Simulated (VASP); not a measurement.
Write the native input for VASP 6.6.1 that does the following.

| Property | Result |
| --- | --- |
| Task | single point |
| Functional | PBEsol |
| Potentials or basis | VASP PAW PBE potentials, release 64 (Si, Ge_d) |
| Cutoff | 520 eV |
| k mesh | 6 × 6 × 6 |
| Occupations | gaussian, width 0.03 eV |
| Spin | no spin polarisation |
| Dipole correction | no |
| Further INCAR settings | ALGO = Normal; EDIFF = 1e-06; NBANDS = 31 |

The structure of Si7Ge lies in POSCAR:

```
Si7Ge
1.0
    5.4591768100      0.0000000000      0.0000000000
    0.0000000000      5.4591768100      0.0000000000
    0.0000000000      0.0000000000      5.4591768100
Si Ge
7 1
Direct
    0.2663083257      0.2663083257      0.2663083257
   -0.0200989416      0.4963375634      0.4963375634
    0.4963375634      0.4963375634     -0.0200989416
    0.4963375634     -0.0200989416      0.4963375634
    0.7440021046      0.2320866107      0.7440021046
    0.7440021046      0.7440021046      0.2320866107
    0.2320866107      0.7440021046      0.7440021046
    0.0158636629      0.0158636629      0.0158636629
```

This cell differs from its parent crystal: mode 4 (110.9 1/cm) frozen in, largest displacement +0.150 Å.

The input as run:

INCAR

```
SYSTEM = Si7Ge
  ALGO = Normal
  EDIFF = 1E-6
  ENCUT = 520
  GGA = PS
  ISIF = 2
  ISMEAR = 0
  LASPH = .True.
  LCHARG = .False.
  LREAL = .False.
  LWAVE = .False.
  NBANDS = 31
  NELM = 80
  PREC = Accurate
  SIGMA = 0.03
```

KPOINTS

```
k-points
0
Gamma
  6 6 6
  0 0 0
```

Potentials or basis: VASP PAW PBE potentials, release 64 (Si, Ge_d).

Run with:

```bash
$ cat potpaw_PBE.64/Si/POTCAR potpaw_PBE.64/Ge_d/POTCAR > POTCAR
$ mpirun -np 1 vasp_std > vasp.out
```

Results of the run:

- Pressure: -0.4 GPa
- Largest force: 0.652 eV/Å
- Band gap on the k mesh: 0.37 eV, direct

Caveat: the cell differs from its parent crystal (mode 4 (110.9 1/cm) frozen in, largest displacement +0.150 Å); the PAW data sets were made with another functional, which shifts forces and pressure a little.

It took 120 s on 1 thread of Intel(R) Xeon(R) Platinum 8124M CPU @ 3.00GHz (Skylake/Cascade Lake), on a shared host, peak memory 0.33 GiB.
